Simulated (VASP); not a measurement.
# Be4Se3 (P-4m2) in VASP: further runs

The runs below take Be4Se3 through single point, relaxation of cell and atoms, with PBE.

All numbers are computed with VASP 6.6.1; they aren't measurements. Logs are shortened: lines on timing, memory, paths and dates and some standing lists are left out, and cuts for length are marked.

## Step 1: The cell of the first run

The structure is tetragonal, space group P-4m2 (No. 115). Conventional cell: a = 3.531 Å, b = 3.531 Å, c = 9.295 Å, α = 90.00°, β = 90.00°, γ = 90.00°. Be (site symmetry 2mm) has 2 Se at 2.22 Å and 4 Be at 2.80 Å within 2.9 Å. Within 2.9 Å of Be (site symmetry 2mm) lie 4 Se at 2.21 to 2.22 Å. Se (site symmetry 2mm) has 4 Be at 2.22 Å within 2.9 Å. Se (site symmetry -4m2) has 4 Be at 2.21 Å within 2.9 Å.

## Step 2: Single point, PBE

INCAR reads:

```
SYSTEM = Be4Se3
PREC = Accurate
ENCUT = 520
EDIFF = 1E-7
ISMEAR = 0
SIGMA = 0.2
LREAL = .FALSE.
LASPH = .TRUE.
NELM = 80
ALGO = Normal
ISIF = 2
LWAVE = .FALSE.
LCHARG = .FALSE.
GGA = PE
NBANDS = 22
```

KPOINTS reads:

```
regular mesh
0
G
  5 5 2
  0 0 0
```

POSCAR reads:

```
Be4Se3
1.0
    3.5312439471      0.0000000000      0.0000000000
    0.0000000000      3.5312439471      0.0000000000
    0.0000000000      0.0000000000      9.2948322129
Be Se
4 3
Direct
    0.0000000000      0.5000000000      0.5682698240
    0.0000000000      0.5000000000      0.1427048104
    0.5000000000      0.0000000000      0.8572951896
    0.5000000000      0.0000000000      0.4317301760
    0.5000000000      0.5000000000      0.7126701111
    0.0000000000      0.0000000000      0.0000000000
    0.5000000000      0.5000000000      0.2873298889
```

Potentials or basis: VASP PAW PBE potentials, release 64 (Be, Se).

The run is started by

```console
$ cat potpaw_PBE.64/Be/POTCAR potpaw_PBE.64/Se/POTCAR > POTCAR
$ mpirun -np 1 vasp_std > vasp.out
```

OUTCAR:

```text
SYSTEM = Be4Se3
   PREC = Accurate
   ENCUT = 520
   EDIFF = 1E-7
   ISMEAR = 0
   LREAL = .FALSE.
   LASPH = .TRUE.
   NELM = 80
   ISIF = 2
   GGA = PE

 ion  position               nearest neighbor table
   1  0.000  0.500  0.568-   5 2.22   5 2.22
   2  0.000  0.500  0.143-   6 2.21   6 2.21   7 2.22   7 2.22
   3  0.500  0.000  0.857-   6 2.21   6 2.21   5 2.22   5 2.22
   4  0.500  0.000  0.432-   7 2.22   7 2.22
   5  0.500  0.500  0.713-   1 2.22   1 2.22   3 2.22   3 2.22
   6  0.000  0.000  0.000-   2 2.21   3 2.21   2 2.21   3 2.21
   7  0.500  0.500  0.287-   4 2.22   4 2.22   2 2.22   2 2.22

  LATTYP: Found a simple tetragonal cell.
 ALAT       =     3.5312439471
 C/A-ratio  =     2.6321693862

  Lattice vectors:

 A1 = (   3.5312439471,   0.0000000000,   0.0000000000)
 A2 = (   0.0000000000,   3.5312439471,   0.0000000000)
 A3 = (   0.0000000000,   0.0000000000,   9.2948322129)

Analysis of symmetry for initial positions (statically):
=====================================================================
 Subroutine PRICEL returns:
 Original cell was already a primitive cell.

 Routine SETGRP: Setting up the symmetry group for a
 simple tetragonal supercell.

 Subroutine GETGRP returns: Found  8 space group operations
 (whereof  8 operations were pure point group operations)
 out of a pool of 16 trial point group operations.

The static configuration has the point symmetry D_2d.

Analysis of symmetry for dynamics (positions and initial velocities):
=====================================================================
 Subroutine PRICEL returns:
 Original cell was already a primitive cell.

 Routine SETGRP: Setting up the symmetry group for a
 simple tetragonal supercell.

 Subroutine GETGRP returns: Found  8 space group operations
 (whereof  8 operations were pure point group operations)
 out of a pool of 16 trial point group operations.

The dynamic configuration has the point symmetry D_2d.

 Subroutine INISYM returns: Found  8 space group operations
 (whereof  8 operations are pure point group operations),
 and found     1 'primitive' translations

----------------------------------------------------------------------------------------

                                     Primitive cell

  volume of cell :     115.9036

  direct lattice vectors                    reciprocal lattice vectors
     3.531243947  0.000000000  0.000000000     0.283186326  0.000000000  0.000000000
     0.000000000  3.531243947  0.000000000     0.000000000  0.283186326  0.000000000
     0.000000000  0.000000000  9.294832213     0.000000000  0.000000000  0.107586665

  length of vectors
     3.531243947  3.531243947  9.294832213     0.283186326  0.283186326  0.107586665

  position of ions in fractional coordinates (direct lattice)
     0.000000000  0.500000000  0.568269824
     0.000000000  0.500000000  0.142704810
     0.500000000  0.000000000  0.857295190
     0.500000000  0.000000000  0.431730176
     0.500000000  0.500000000  0.712670111
     0.000000000  0.000000000  0.000000000
     0.500000000  0.500000000  0.287329889

  ion indices of the primitive-cell ions
   primitive index   ion index
                 1           1
                 2           2
                 3           3
                 4           4
                 5           5
                 6           6
                 7           7

----------------------------------------------------------------------------------------

 KPOINTS: regular mesh

Automatic generation of k-mesh.
 Grid dimensions read from file:
 generate k-points for:    5    5    2

 Generating k-lattice:

  Cartesian coordinates                     Fractional coordinates (reciprocal lattice)
     0.056637265  0.000000000  0.000000000     0.200000000  0.000000000  0.000000000
     0.000000000  0.056637265  0.000000000     0.000000000  0.200000000  0.000000000
     0.000000000  0.000000000  0.053793333     0.000000000  0.000000000  0.500000000

  Length of vectors
     0.056637265  0.056637265  0.053793333

  Shift w.r.t. Gamma in fractional coordinates (k-lattice)
     0.000000000  0.000000000  0.000000000

 Subroutine IBZKPT returns following result:
 ===========================================

 Found     12 irreducible k-points:

 Following reciprocal coordinates:
            Coordinates               Weight
  0.000000  0.000000  0.000000      1.000000
  0.200000  0.000000  0.000000      4.000000
  0.400000  0.000000  0.000000      4.000000
  0.200000  0.200000  0.000000      4.000000
  0.400000  0.200000  0.000000      8.000000
  0.400000  0.400000  0.000000      4.000000
  0.000000  0.000000  0.500000      1.000000
  0.200000  0.000000  0.500000      4.000000
  0.400000  0.000000  0.500000      4.000000
  0.200000  0.200000  0.500000      4.000000
  0.400000  0.200000  0.500000      8.000000
  0.400000  0.400000  0.500000      4.000000
   k-points           NKPTS =     12   k-points in BZ     NKDIM =     12   number of bands    NBANDS=     22
   number of dos      NEDOS =    301   number of ions     NIONS =      7
   total plane-waves  NPLWV =  54880
   dimension x,y,z NGX =    28 NGY =   28 NGZ =   70
   dimension x,y,z NGXF=    56 NGYF=   56 NGZF=  140
   ions per type =               4   3
   NGX,Y,Z   is equivalent  to a cutoff of  13.18, 13.18, 12.52 a.u.
   NGXF,Y,Z  is equivalent  to a cutoff of  26.36, 26.36, 25.04 a.u.
 SYSTEM =  Be4Se3
   PREC   = accura    normal or accurate (medium, high low for compatibility)
   ISTART =      0    job   : 0-new  1-cont  2-samecut
   ICHARG =      2    charge: 1-file 2-atom 10-const
   ISPIN  =      1    spin polarized calculation?
   LNONCOLLINEAR =      F non collinear calculations
   LSORBIT =      F    spin-orbit coupling
   LASPH  =      T    aspherical Exc in radial PAW
   ENCUT  =  520.0 eV  38.22 Ry    6.18 a.u.   6.57  6.57 17.28*2*pi/ulx,y,z
   NELM   =     80;   NELMIN=  2; NELMDL= -5     # of ELM steps
   EDIFF  = 0.1E-06   stopping-criterion for ELM
   LREAL  =      F    real-space projection
   EDIFFG = 0.1E-05   stopping-criterion for IOM
   NSW    =      0    number of steps for IOM
   IBRION =     -1    ionic relax: 0-MD 1-quasi-New 2-CG
   NFREE  =      0    steps in history (QN), initial steepest desc. (CG)
   ISIF   =      2    stress and relaxation
   ISYM   =      2    0-nonsym 1-usesym 2-fastsym
   POTIM  = 0.5000    time-step for ionic-motion
   TEBEG  =    0.0;   TEEND  =   0.0 temperature during run
   PSTRESS=    0.0 pullay stress
   NELECT =      26.0000    total number of electrons
   NUPDOWN=      -1.0000    fix difference up-down
   EMIN   =  10.00;   EMAX   =-10.00  energy-range for DOS
   EFERMI =   0.00;   METHOD = LEGACY
   ISMEAR =     0;   SIGMA  =   0.20  broadening in eV -4-tet -1-fermi 0-gaus
   EFERMI_NEDOS =   21; number of points for ismear=-14 and -15
   IALGO  =     38    algorithm
   IMIX   =      4    mixing-type and parameters
     AMIX     =   0.40;   BMIX     =  1.00
     AMIX_MAG =   1.60;   BMIX_MAG =  1.00
  volume/ion in A,a.u.               =      16.56       111.74
  Fermi-wavevector in a.u.,A,eV,Ry     =   0.994719  1.879746 13.462493  0.989465
  Thomas-Fermi vector in A             =   2.126689
   LORBIT       =      0    0 simple, 1 ext, 2 COOP (PROOUT), +10 PAW based schemes
   GGA     = PE    functional components
   LHFCALC =     F    Hartree Fock is set to
   AEXX    =    0.0000 exact exchange contribution
   IVDW    =     0    specifies the selected vdW correction
   LEPSILON=     F    determine dielectric tensor
   LRPA    =     F    only Hartree local field effects (RPA)
 non-spin polarized calculation
 Gauss-broadening in eV      SIGMA  =   0.20
  energy-cutoff  :      520.00
  volume of cell :      115.90
 maximum number of plane-waves:      3146
 NGX is ok and might be reduce to    28
   NGX = 13   NGY = 13   NGZ = 35

 number of electron      25.9999996 magnetization

 Free energy of the ion-electron system (eV)
  ---------------------------------------------------
  ext. energy  EPLUGINS =         0.00000000
  ---------------------------------------------------
  free energy    TOTEN  =       -27.69152538 eV

  energy without entropy =      -27.68944534  energy(sigma->0) =      -27.69048536

 E-fermi :   4.9374     XC(G=0):  -9.4061

 val. band max:        4.7401605969   @ k =   0.0000   0.0000   0.5000
 cond. band min:       5.2563499448   @ k =   0.4000   0.4000   0.5000
 fundamental gap:      0.5161893479
 Fermi energy:         4.9373656722

 k-point     1 :       0.0000    0.0000    0.0000
  band No.  band energies     occupation
      1     -10.6182      2.00000
      2      -9.9698      2.00000
      3      -9.4799      2.00000
      4      -1.9531      2.00000
      5      -1.5805      2.00000
      6       0.9912      2.00000
[... 14 lines left out ...]
     21       9.1451      0.00000
     22       9.1451      0.00000

 k-point     2 :       0.2000    0.0000    0.0000
  band No.  band energies     occupation
      1     -10.3577      2.00000
      2      -9.7657      2.00000
      3      -9.3593      2.00000
      4      -1.9447      2.00000
      5      -1.4228      2.00000
      6      -0.1952      2.00000
[... 14 lines left out ...]
     21       9.7396      0.00000
     22      10.6526      0.00000

 k-point     3 :       0.4000    0.0000    0.0000
  band No.  band energies     occupation
      1      -9.7439      2.00000
      2      -9.3801      2.00000
      3      -9.2822      2.00000
      4      -2.4382      2.00000
      5      -2.0468      2.00000
      6      -1.6720      2.00000
[... 14 lines left out ...]
     21       9.8008      0.00000
     22       9.9136      0.00000
[... 176 lines left out ...]
 k-point    11 :       0.4000    0.2000    0.5000
  band No.  band energies     occupation
      1      -9.4333      2.00000
      2      -9.3825      2.00000
      3      -9.0256      2.00000
      4      -1.9985      2.00000
      5      -1.7636      2.00000
      6      -1.2109      2.00000
[... 14 lines left out ...]
     21      10.8380      0.00000
     22      10.9578      0.00000

 k-point    12 :       0.4000    0.4000    0.5000
  band No.  band energies     occupation
      1      -9.0339      2.00000
      2      -8.9725      2.00000
      3      -8.7861      2.00000
      4      -1.5220      2.00000
      5      -1.3877      2.00000
      6      -1.2251      2.00000
[... 14 lines left out ...]
     21      10.0556      0.00000
     22      10.3510      0.00000

------------------------ aborting loop because EDIFF is reached ----------------------------------------

  FORCE on cell =-STRESS in cart. coord.  units (eV):
  Direction    XX          YY          ZZ          XY          YZ          ZX
  --------------------------------------------------------------------------------------
  -------------------------------------------------------------------------------------
  Total        0.1489887      0.1489887      0.2185481      0.0000000     -0.0000000      0.0000000
  in kB        2.0595241      2.0595241      3.0210683      0.0000000     -0.0000000      0.0000000
  external PRESSURE =       2.3800388 kB  Pullay stress =       0.0000000 kB

 VOLUME and BASIS-vectors are now :
 -----------------------------------------------------------------------------
  energy-cutoff  :      520.00
  volume of cell :      115.90
      direct lattice vectors                 reciprocal lattice vectors
     3.531243947  0.000000000  0.000000000     0.283186326  0.000000000  0.000000000
     0.000000000  3.531243947  0.000000000     0.000000000  0.283186326  0.000000000
     0.000000000  0.000000000  9.294832213     0.000000000  0.000000000  0.107586665

 POSITION                                       TOTAL-FORCE (eV/Angst)
 -----------------------------------------------------------------------------------
      0.00000      1.76562      5.28197        -0.000000      0.000000     -0.035637
      0.00000      1.76562      1.32642         0.000000      0.000000      0.001509
      1.76562      0.00000      7.96841        -0.000000      0.000000     -0.001509
      1.76562      0.00000      4.01286        -0.000000      0.000000      0.035637
      1.76562      1.76562      6.62415        -0.000000      0.000000      0.036298
      0.00000      0.00000      0.00000         0.000000      0.000000      0.000000
      1.76562      1.76562      2.67068        -0.000000     -0.000000     -0.036298
 -----------------------------------------------------------------------------------
    total drift:                                0.000000      0.000000     -0.000000

  FREE ENERGIE OF THE ION-ELECTRON SYSTEM (eV)
  ---------------------------------------------------
  free  energy   TOTEN  =       -27.6915253803 eV

  energy  without entropy=      -27.6894453432  energy(sigma->0) =      -27.69048536
```

It took 57 s on 1 thread of Intel Xeon 8259CL, shared host; peak memory 0.22 GiB.

Results:

```
Free energy            : -27.6915 eV
Pressure               : 0.2 GPa
Largest force          : 0.036 eV/Å
Band gap on the k mesh : 0.52 eV (least direct gap 1.77 eV)
```

Forces in eV/Å, atoms in the order of the input:
```
Be   0.000  0.000 -0.036
Be   0.000  0.000  0.002
Be   0.000  0.000 -0.002
Be   0.000  0.000  0.036
Se   0.000  0.000  0.036
Se   0.000  0.000  0.000
Se   0.000  0.000 -0.036
```

Caveat: an odd mesh through Γ misses points on the zone boundary, where band edges can lie.

## Step 3: Single point, PBE

INCAR reads:

```
SYSTEM = Be4Se3
ALGO     = Normal         ! electronic algorithm
EDIFF    = 1E-6           ! SCF threshold, eV
ENCUT    = 520            ! plane-wave cutoff, eV
GGA      = PE             ! functional
ISIF     = 2              ! what is computed and relaxed
ISMEAR   = 0              ! smearing method
LASPH    = .TRUE.         ! aspherical terms in the spheres
LCHARG   = .FALSE.        ! write CHGCAR
LREAL    = .FALSE.        ! projectors in reciprocal space
LWAVE    = .FALSE.        ! write WAVECAR
NBANDS   = 22             ! bands
NELM     = 100            ! most SCF steps
PREC     = Accurate       ! precision mode
SIGMA    = 0.1            ! smearing width, eV
```

KPOINTS reads:

```
k-points
0
G
  4 4 2
  0 0 0
```

POSCAR reads:

```
Be4Se3
1.0
    3.5262895331      0.0000000000      0.0000000000
    0.0000000000      3.5262895331      0.0000000000
    0.0000000000      0.0000000000      9.3150840034
Be Se
4 3
Direct
    0.0000000000      0.5000000000      0.5681521981
    0.0000000000      0.5000000000      0.1426457170
    0.5000000000      0.0000000000      0.8573542830
    0.5000000000      0.0000000000      0.4318478019
    0.5000000000      0.5000000000      0.7129011628
    0.0000000000      0.0000000000      0.0000000000
    0.5000000000      0.5000000000      0.2870988372
```

Potentials or basis: VASP PAW PBE potentials, release 64 (Be, Se).

The run is started by

```console
$ cat potpaw_PBE.64/Be/POTCAR potpaw_PBE.64/Se/POTCAR > POTCAR
$ mpirun -np 1 vasp_std > vasp.out
```

It took 60 s on 1 thread of Intel Xeon 8259CL, shared host; peak memory 0.22 GiB.

It converged, with:

```
Free energy            : -27.6107 eV
Pressure               : 0.4 GPa
Largest force          : 0.019 eV/Å
Band gap on the k mesh : 0.48 eV (least direct gap 1.82 eV)
```

Forces on the atoms (eV/Å):
```
Be   0.000  0.000  0.004
Be   0.000  0.000  0.008
Be   0.000  0.000 -0.008
Be   0.000  0.000 -0.004
Se   0.000  0.000  0.019
Se   0.000  0.000  0.000
Se   0.000  0.000 -0.019
```

Stress tensor (GPa, compression positive):
```
 0.70  0.00  0.00
 0.00  0.70  0.00
 0.00  0.00 -0.11
```

Levels at points of the mesh, in eV from the valence-band top:
```tsv
k point	band 11	band 12	band 13	band 14	band 15	band 16
(0.00, 0.00, 0.00)	-2.13	-2.13	-0.85	1.70	2.62	2.89
(0.50, 0.00, 0.00)	-2.34	-2.16	-1.72	1.64	3.65	3.86
(0.50, 0.50, 0.00)	-4.64	-3.87	-1.57	0.79	0.79	1.05
(0.00, 0.00, 0.50)	-1.80	-1.80	0.00	1.82	2.38	2.67
(0.50, 0.00, 0.50)	-2.34	-2.20	-1.15	0.88	3.02	3.98
(0.50, 0.50, 0.50)	-4.65	-4.22	-1.37	0.48	0.48	1.08
```

Caveat: the k points lie up to 0.45 Å⁻¹ apart.

## Step 4: Relaxation of cell and atoms, PBE

INCAR reads:

```
ALGO = Normal ; EDIFF = 1E-6
EDIFFG = -0.01 ; ENCUT = 600
GGA = PE ; IBRION = 2
ISIF = 3 ; ISMEAR = 0
LASPH = T ; LCHARG = F
LREAL = F ; LWAVE = F
NELM = 60 ; NSW = 100
PREC = Accurate ; SIGMA = 0.02
```

KPOINTS reads:

```
k-points
0
Gamma
  10 10 4
```

POSCAR reads:

```
Be4Se3
1.0
    3.5312439471      0.0000000000      0.0000000000
    0.0000000000      3.5312439471      0.0000000000
    0.0000000000      0.0000000000      9.2948322129
Be Se
4 3
Direct
    0.0000000000      0.5000000000      0.5682698240
    0.0000000000      0.5000000000      0.1427048104
    0.5000000000      0.0000000000      0.8572951896
    0.5000000000      0.0000000000      0.4317301760
    0.5000000000      0.5000000000      0.7126701111
    0.0000000000      0.0000000000      0.0000000000
    0.5000000000      0.5000000000      0.2873298889
```

The run is started by

```console
$ cat potpaw_PBE.64/Be/POTCAR potpaw_PBE.64/Se/POTCAR > POTCAR
$ mpirun -np 1 vasp_std > vasp.out
```

It took 91 s on 1 thread of Intel Xeon 6975P-C (Granite Rapids), shared host; peak memory 0.34 GiB.

Results (log left out):

- Free energy: -27.7163 eV
- Relaxed volume: 16.60 Å³/atom
- Relaxed cell: a = 3.532 Å, b = 3.532 Å, c = 9.314 Å, α = 90.00°, β = 90.00°, γ = 90.00°
- Space group after relaxing (to 0.1 Å): P-4m2 (No. 115)
- Energy gained by relaxing: 0.1 meV/atom
- Ionic steps: 2
- Pressure after relaxing: 0.0 GPa
- Largest force after relaxing: 0.010 eV/Å
- Band gap on the k mesh: 0.47 eV (least direct gap 1.80 eV)

Forces on the atoms (eV/Å):
```
Be   0.000  0.000 -0.010
Be   0.000  0.000 -0.005
Be   0.000  0.000  0.005
Be   0.000  0.000  0.010
Se   0.000  0.000  0.005
Se   0.000  0.000  0.000
Se   0.000  0.000 -0.005
```

Stress tensor (GPa, compression positive):
```
-0.10  0.00  0.00
 0.00 -0.10  0.00
 0.00  0.00  0.06
```

Step by step:
| step | energy change (eV) | largest force (eV/Å) | pressure (GPa) | volume (Å³) |
| --- | --- | --- | --- | --- |
| 1 | 0.0000 | 0.0473 | 0.16 | 115.90 |
| 2 | -0.0005 | 0.0100 | -0.05 | 116.19 |

Final structure:
```yaml
crystal:
  lattice:
    - [3.53201, 0.00000, 0.00000]
    - [0.00000, 3.53201, 0.00000]
    - [0.00000, 0.00000, 9.31372]
  atoms:
    - { symbol: Be, position: [0.00000, 0.50000, 0.56802] }
    - { symbol: Be, position: [0.00000, 0.50000, 0.14273] }
    - { symbol: Be, position: [0.50000, 0.00000, 0.85727] }
    - { symbol: Be, position: [0.50000, 0.00000, 0.43198] }
    - { symbol: Se, position: [0.50000, 0.50000, 0.71287] }
    - { symbol: Se, position: [0.00000, 0.00000, 0.00000] }
    - { symbol: Se, position: [0.50000, 0.50000, 0.28713] }
```

Levels at points of the mesh, in eV from the valence-band top:
| k point | band 11 | band 12 | band 13 | band 14 | band 15 | band 16 |
| --- | --- | --- | --- | --- | --- | --- |
| (0.00, 0.00, 0.00) | -2.14 | -2.14 | -0.85 | 1.69 | 2.61 | 2.87 |
| (0.50, 0.00, 0.00) | -2.35 | -2.18 | -1.71 | 1.63 | 3.63 | 3.84 |
| (0.50, 0.50, 0.00) | -4.63 | -3.87 | -1.56 | 0.79 | 0.79 | 1.05 |
| (0.00, 0.00, 0.50) | -1.81 | -1.81 | 0.00 | 1.80 | 2.37 | 2.66 |
| (0.50, 0.00, 0.50) | -2.35 | -2.21 | -1.15 | 0.88 | 3.02 | 3.96 |
| (0.50, 0.50, 0.50) | -4.65 | -4.22 | -1.37 | 0.47 | 0.47 | 1.08 |

## Step 5: Overview

```csv
task,cell,k mesh,cutoff (eV),smearing,gap on the mesh (eV),pressure (GPa),largest force (eV/Å)
single point,"a = 3.531, b = 3.531, c = 9.295 Å, 7 atoms",5 × 5 × 2,520,gaussian 0.2 eV,0.52,0.2,0.04
single point,"a = 3.526, b = 3.526, c = 9.315 Å, 7 atoms",4 × 4 × 2,520,gaussian 0.1 eV,0.48,0.4,0.02
relaxation of cell and atoms,"relaxed from a = 3.531, b = 3.531, c = 9.295 Å, 7 atoms",10 × 10 × 4,600,gaussian 0.02 eV,0.47,0.0,0.01
```

Alike in all rows: level PBE; potentials or basis VASP PAW PBE potentials, release 64 (Be, Se); no spin polarisation.

Caveats: some runs use coarse meshes; an odd mesh through Γ misses points on the zone boundary, where band edges can lie (at least some runs).

Absolute energies hang on the potentials; compare differences alone.
